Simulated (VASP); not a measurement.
# Ti (Fm-3m) in VASP: notebook

Runs on Ti. Level: PBE. Tasks: single point.

All numbers are computed with VASP 6.6.1; they aren't measurements. Logs are shortened: lines on timing, memory, paths and dates and some standing lists are left out, and cuts for length are marked.

**1. The cell of the first run**

Symmetry: Fm-3m, No. 225, cubic system. Conventional cell: a = 4.029 Å, b = 4.029 Å, c = 4.029 Å, α = 90.00°, β = 90.00°, γ = 90.00°. Within 3.8 Å of Ti (site symmetry m-3m) lie 12 Ti at 2.85 Å.

This isn't the form of Ti at room conditions, which is hcp.

**2. Single point, PBE**

INCAR reads:

```
PREC = Accurate ; ENCUT = 520
EDIFF = 1E-6 ; ISMEAR = -1
SIGMA = 0.06122561905347299 ; LREAL = False
LASPH = True ; NELM = 100
ALGO = Normal ; ISIF = 2
LWAVE = False ; LCHARG = False
GGA = PE ; NBANDS = 12
```

KPOINTS reads:

```
Automatic mesh
0
Gamma
  46 46 46
```

POSCAR reads:

```
Ti
1.0
    0.0000000000      2.0145830510      2.0145830510
    2.0145830510      0.0000000000      2.0145830510
    2.0145830510      2.0145830510      0.0000000000
Ti
1
Direct
    0.0000000000      0.0000000000      0.0000000000
```

Potentials or basis: VASP PAW PBE potentials, release 64 (Ti_sv).

Command:

```console
cat potpaw_PBE.64/Ti_sv/POTCAR > POTCAR
mpirun -np 1 vasp_std > vasp.out
```

OUTCAR:

```text
PREC = Accurate
   ENCUT = 520
   EDIFF = 1E-6
   ISMEAR = -1
   LREAL = False
   LASPH = True
   NELM = 100
   ISIF = 2
   GGA = PE

 ion  position               nearest neighbor table
   1  0.000  0.000  0.000-

  LATTYP: Found a face centered cubic cell.
 ALAT       =     4.0291661020

  Lattice vectors:

 A1 = (   0.0000000000,   2.0145830510,   2.0145830510)
 A2 = (   2.0145830510,   0.0000000000,   2.0145830510)
 A3 = (   2.0145830510,   2.0145830510,   0.0000000000)

Analysis of symmetry for initial positions (statically):
=====================================================================
 Subroutine PRICEL returns:
 Original cell was already a primitive cell.

 Routine SETGRP: Setting up the symmetry group for a
 face centered cubic supercell.

 Subroutine GETGRP returns: Found 48 space group operations
 (whereof 48 operations were pure point group operations)
 out of a pool of 48 trial point group operations.

The static configuration has the point symmetry O_h .

Analysis of symmetry for dynamics (positions and initial velocities):
=====================================================================
 Subroutine PRICEL returns:
 Original cell was already a primitive cell.

 Routine SETGRP: Setting up the symmetry group for a
 face centered cubic supercell.

 Subroutine GETGRP returns: Found 48 space group operations
 (whereof 48 operations were pure point group operations)
 out of a pool of 48 trial point group operations.

The dynamic configuration has the point symmetry O_h .

 Subroutine INISYM returns: Found 48 space group operations
 (whereof 48 operations are pure point group operations),
 and found     1 'primitive' translations

----------------------------------------------------------------------------------------

                                     Primitive cell

  volume of cell :      16.3526

  direct lattice vectors                    reciprocal lattice vectors
     0.000000000  2.014583051  2.014583051    -0.248190314  0.248190314  0.248190314
     2.014583051  0.000000000  2.014583051     0.248190314 -0.248190314  0.248190314
     2.014583051  2.014583051  0.000000000     0.248190314  0.248190314 -0.248190314

  length of vectors
     2.849050673  2.849050673  2.849050673     0.429878234  0.429878234  0.429878234

  position of ions in fractional coordinates (direct lattice)
     0.000000000  0.000000000  0.000000000

[... 81 lines left out ...]
   ISIF   =      2    stress and relaxation
   ISYM   =      2    0-nonsym 1-usesym 2-fastsym
   POTIM  = 0.5000    time-step for ionic-motion
   TEBEG  =    0.0;   TEEND  =   0.0 temperature during run
   PSTRESS=    0.0 pullay stress
   NELECT =      12.0000    total number of electrons
   NUPDOWN=      -1.0000    fix difference up-down
   EMIN   =  10.00;   EMAX   =-10.00  energy-range for DOS
   EFERMI =   0.00;   METHOD = LEGACY
   ISMEAR =    -1;   SIGMA  =   0.06  broadening in eV -4-tet -1-fermi 0-gaus
   EFERMI_NEDOS =   21; number of points for ismear=-14 and -15
   IALGO  =     38    algorithm
   IMIX   =      4    mixing-type and parameters
     AMIX     =   0.40;   BMIX     =  1.00
     AMIX_MAG =   1.60;   BMIX_MAG =  1.00
  volume/ion in A,a.u.               =      16.35       110.35
  Fermi-wavevector in a.u.,A,eV,Ry     =   1.476636  2.790437 29.666870  2.180453
  Thomas-Fermi vector in A             =   2.591138
   LORBIT       =      0    0 simple, 1 ext, 2 COOP (PROOUT), +10 PAW based schemes
   GGA     = PE    functional components
   LHFCALC =     F    Hartree Fock is set to
   AEXX    =    0.0000 exact exchange contribution
   IVDW    =     0    specifies the selected vdW correction
   LEPSILON=     F    determine dielectric tensor
   LRPA    =     F    only Hartree local field effects (RPA)
 non-spin polarized calculation
  energy-cutoff  :      520.00
  volume of cell :       16.35
 maximum number of plane-waves:       459
 NGX is ok and might be reduce to    24
   NGX = 11   NGY = 11   NGZ = 11

 number of electron      12.0000000 magnetization

 Free energy of the ion-electron system (eV)
  ---------------------------------------------------
  ext. energy  EPLUGINS =         0.00000000
  ---------------------------------------------------
  free energy    TOTEN  =        -7.76729698 eV

  energy without entropy =       -7.74735035  energy(sigma->0) =       -7.75732367

 E-fermi :   8.8786     XC(G=0): -11.7850

 val. band max:        8.8783506021   @ k =  -0.4348   0.1304   0.0435
 cond. band min:       8.8789436919   @ k =   0.1957   0.1522   0.0000
 fundamental gap:      0.0005930898
 Fermi energy:         8.8785719045

 k-point     1 :       0.0000    0.0000    0.0000
  band No.  band energies     occupation
      1     -47.7325      2.00000
      2     -23.5154      2.00000
      3     -23.5154      2.00000
      4     -23.5154      2.00000
      5       2.6402      2.00000
      6       9.7884      0.00000
      7       9.7884      0.00000
      8       9.7884      0.00000
      9      11.5589      0.00000
     10      11.5589      0.00000
     11      24.4585      0.00000
     12      29.2337      0.00000
[... 331 lines left out ...]
 k-point    24 :       0.5000    0.0000    0.0000
  band No.  band energies     occupation
      1     -47.5766      2.00000
      2     -24.3271      2.00000
      3     -23.6181      2.00000
      4     -23.6181      2.00000
      5       6.1505      2.00000
      6       9.6597      0.00001
      7       9.6597      0.00001
      8       9.6676      0.00001
      9      12.7203      0.00000
     10      12.7203      0.00000
     11      17.6929      0.00000
     12      23.7131      0.00000

 [... further k-points ...]

------------------------ aborting loop because EDIFF is reached ----------------------------------------

  FORCE on cell =-STRESS in cart. coord.  units (eV):
  Direction    XX          YY          ZZ          XY          YZ          ZX
  --------------------------------------------------------------------------------------
  -------------------------------------------------------------------------------------
  Total        0.7148477      0.7148477      0.7148477     -0.0000000      0.0000000      0.0000000
  in kB       70.0387849     70.0387849     70.0387849     -0.0000000      0.0000000      0.0000000
  external PRESSURE =      70.0387849 kB  Pullay stress =       0.0000000 kB

 VOLUME and BASIS-vectors are now :
 -----------------------------------------------------------------------------
  energy-cutoff  :      520.00
  volume of cell :       16.35
      direct lattice vectors                 reciprocal lattice vectors
     0.000000000  2.014583051  2.014583051    -0.248190314  0.248190314  0.248190314
     2.014583051  0.000000000  2.014583051     0.248190314 -0.248190314  0.248190314
     2.014583051  2.014583051  0.000000000     0.248190314  0.248190314 -0.248190314

 POSITION                                       TOTAL-FORCE (eV/Angst)
 -----------------------------------------------------------------------------------
      0.00000      0.00000      0.00000         0.000000      0.000000      0.000000
 -----------------------------------------------------------------------------------
    total drift:                               -0.000000      0.000000     -0.000000

  FREE ENERGIE OF THE ION-ELECTRON SYSTEM (eV)
  ---------------------------------------------------
  free  energy   TOTEN  =        -7.7672969759 eV

  energy  without entropy=       -7.7473503545  energy(sigma->0) =       -7.75732367
```

Run time: 2 min. Hardware: 1 thread of Intel Xeon 6975P-C (Granite Rapids), shared host; peak memory 0.55 GiB.

What came out:

```yaml
Free_energy: -7.7673 eV
Pressure: 7.0 GPa
Band_gap_on_the_k_mesh: zero (bands 6 and 7 overlap by 1.40 eV)
```

Caveat: the cell stands under pressure.

**3. Single point, PBE**

This run uses another cell than the first one, of 16.70 Å³/atom.

INCAR reads:

```
  PREC = Accurate
  ENCUT = 520
  EDIFF = 1E-6
  ISMEAR = -1
  SIGMA = 0.06122561905347299
  LREAL = False
  LASPH = True
  NELM = 100
  ALGO = Normal
  ISIF = 2
  LWAVE = False
  LCHARG = False
  GGA = PE
  NBANDS = 12
```

KPOINTS is that of step 2.

POSCAR reads:

```
Ti
1.0
    0.0000000000      2.0287707230      2.0287707230
    2.0287707230      0.0000000000      2.0287707230
    2.0287707230      2.0287707230      0.0000000000
Ti
1
Direct
    0.0000000000      0.0000000000      0.0000000000
```

Potentials or basis: VASP PAW PBE potentials, release 64 (Ti_sv).

Command:

```console
cat potpaw_PBE.64/Ti_sv/POTCAR > POTCAR
mpirun -np 1 vasp_std > vasp.out
```

It took 2.1 min on 1 thread of Intel Xeon 6975P-C (Granite Rapids), shared host; peak memory 0.56 GiB.

The run converged. Its results:

```yaml
Free_energy: -7.7797 eV
Pressure: 4.4 GPa
Band_gap_on_the_k_mesh: zero (bands 6 and 7 overlap by 1.37 eV)
```

Levels at points of the mesh, in eV from the Fermi level:
```
           k point  band 3  band 4  band 5  band 6  band 7  band 8  band 9  band 10
(0.00, 0.00, 0.00)  -32.46  -32.46   -6.19    0.90    0.90    0.90    2.62     2.62
(0.50, 0.00, 0.00)  -32.55  -32.55   -2.68    0.73    0.78    0.78    3.75     3.75
(0.50, 0.50, 0.00)  -32.72  -32.72   -2.71   -1.82    3.02    3.74    4.04     4.04
```

Caveat: the cell stands under pressure.

[end of part 1 of 2]
